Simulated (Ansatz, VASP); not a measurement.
# KZnCl3: VASP beside Ansatz

POSCAR

```
KZnCl3
1.0
    5.0226179580      0.0000000000      0.0000000000
    0.0000000000      5.0226179580      0.0000000000
    0.0000000000      0.0000000000      5.0226179580
K Zn Cl
1 1 3
Direct
    0.0000000000      0.0000000000      0.0000000000
    0.5000000000      0.5000000000      0.5000000000
    0.5000000000      0.5000000000      0.0000000000
    0.5000000000      0.0000000000      0.5000000000
    0.0000000000      0.5000000000      0.5000000000
```

The input INCAR.step1:

```
ALGO     = Normal         # electronic algorithm
EDIFF    = 1E-4           # SCF threshold, eV
ENCUT    = 520            # plane-wave cutoff, eV
GGA      = PE             # functional
ISMEAR   = 0              # smearing method
LASPH    = True           # aspherical terms in the spheres
LCHARG   = False          # write CHGCAR
LREAL    = False          # projectors in reciprocal space
LWAVE    = True           # write WAVECAR
NBANDS   = 29             # bands
NELM     = 80             # most SCF steps
PREC     = Accurate       # precision mode
SIGMA    = 0.01           # smearing width, eV
```

File INCAR.step2:

```
ALGO     = Normal         # electronic algorithm
EDIFF    = 1E-7           # SCF threshold, eV
ENCUT    = 520            # plane-wave cutoff, eV
ISIF     = 2              # what is computed and relaxed
ISMEAR   = 0              # smearing method
ISTART   = 1            
LASPH    = True           # aspherical terms in the spheres
LCHARG   = False          # write CHGCAR
LMIXTAU  = True         
LREAL    = False          # projectors in reciprocal space
LWAVE    = False          # write WAVECAR
METAGGA  = R2SCAN         # meta-GGA
NBANDS   = 29             # bands
NELM     = 80             # most SCF steps
PREC     = Accurate       # precision mode
SIGMA    = 0.01           # smearing width, eV
```

File KPOINTS:

```
k-points
0
Gamma
  6 6 6
```

Input for Ansatz:

```yaml
crystal:
  lattice:
    - [5.022617958, 0.0, 0.0]
    - [0.0, 5.022617958, 0.0]
    - [0.0, 0.0, 5.022617958]
  atoms:
    - { symbol: K, position: [0.0, 0.0, 0.0] }
    - { symbol: Zn, position: [0.5, 0.5, 0.5] }
    - { symbol: Cl, position: [0.5, 0.5, 0.0] }
    - { symbol: Cl, position: [0.5, 0.0, 0.5] }
    - { symbol: Cl, position: [0.0, 0.5, 0.5] }
kpoints:
  mp_grid: { grid: [6, 6, 6] }
  band_path:
    path: [[0.0, 0.0, 0.0], [0.0, 0.5, 0.0], [0.5, 0.5, 0.0], [0.5, 0.5, 0.5]]
    npoints: 1
hamiltonian:
  xc: r2scan
scf:
  occupations: { method: fixed }
  n_extra_bands: 5
output:
  forces: true
  stress: true
  eigenvalues: true
```

Change from the starting cell: hydrostatic strain +2.5%.

Alike in both runs: task single point; functional r2SCAN; k mesh 6 × 6 × 6; no spin polarisation.

|  | VASP | Ansatz |
| --- | --- | --- |
| version | VASP 6.6.1 | Ansatz 0.2.0 |
| potentials or method | VASP PAW PBE potentials, release 64 (K_sv, Zn, Cl) | plane waves, PAW |
| plane-wave cutoff (eV) | 520 | 500 |
| occupations | gaussian, width 0.01 eV | fixed |
| valence electrons in the cell | 42 | 42 |

|  | VASP | Ansatz | Ansatz less VASP |
| --- | --- | --- | --- |
| gap on the k mesh at the Fermi level (eV) | 2.01 | 2.00 | -0.001 |
| pressure (GPa) | -2.6 | -2.6 | -0.01 |

VASP's potentials were made for PBE, not for r2SCAN.
